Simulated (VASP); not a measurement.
**Ni3Ge: single point with PBEsol**

The system is Ni3Ge.

```
Ni Ge
1.0
     3.63870    0.00000    0.00000
     0.00000    3.63870    0.00000
     0.00000    0.00000    3.63870
Ni Ge
3 1
Direct
  0.50000 0.00000 0.50000
  0.00000 0.50000 0.50000
  0.50000 0.50000 0.00000
  0.00000 0.00000 0.00000
```

| Quantity | Value |
| --- | --- |
| Program | VASP 6.6.1 |
| Task | single point |
| Functional | PBEsol |
| Potentials or basis | VASP PAW PBE potentials, release 64 (Ni, Ge_d) |
| Cutoff | 520 eV |
| k mesh | 12 × 12 × 12 |
| Occupations | gaussian, width 0.1 eV |
| Spin | no spin polarisation |

```yaml
Pressure: -16.2 GPa
Band_gap_on_the_k_mesh: zero (bands 22 and 23 overlap by 0.20 eV)
```

Levels at points of the mesh, in eV from the Fermi level:
| k point | band 18 | band 19 | band 20 | band 21 | band 22 | band 23 | band 24 | band 25 | band 26 | band 27 |
| --- | --- | --- | --- | --- | --- | --- | --- | --- | --- | --- |
| (0.00, 0.00, 0.00) | -0.82 | -0.51 | -0.51 | -0.26 | 0.02 | 0.02 | 0.02 | 3.20 | 6.38 | 6.38 |
| (0.50, 0.00, 0.00) | -1.14 | -1.09 | -1.00 | -0.47 | 0.02 | 3.31 | 3.31 | 3.98 | 5.49 | 5.49 |
| (0.50, 0.50, 0.00) | -1.22 | -1.07 | -0.97 | -0.84 | -0.82 | 0.55 | 0.55 | 5.19 | 5.95 | 8.21 |
| (0.50, 0.50, 0.50) | -1.16 | -1.02 | -1.02 | -0.33 | -0.18 | -0.18 | -0.18 | 0.41 | 3.79 | 3.79 |

Wall time 3.6 min on 1 thread of Intel Xeon 8259CL, with other jobs on the host, peak memory 0.23 GiB.

Caveat: the cell stands under tension; the PAW data sets were made with another functional, which shifts forces and pressure a little. Spin polarisation is off, so any magnetic state and its effect on volume and gap are missing.
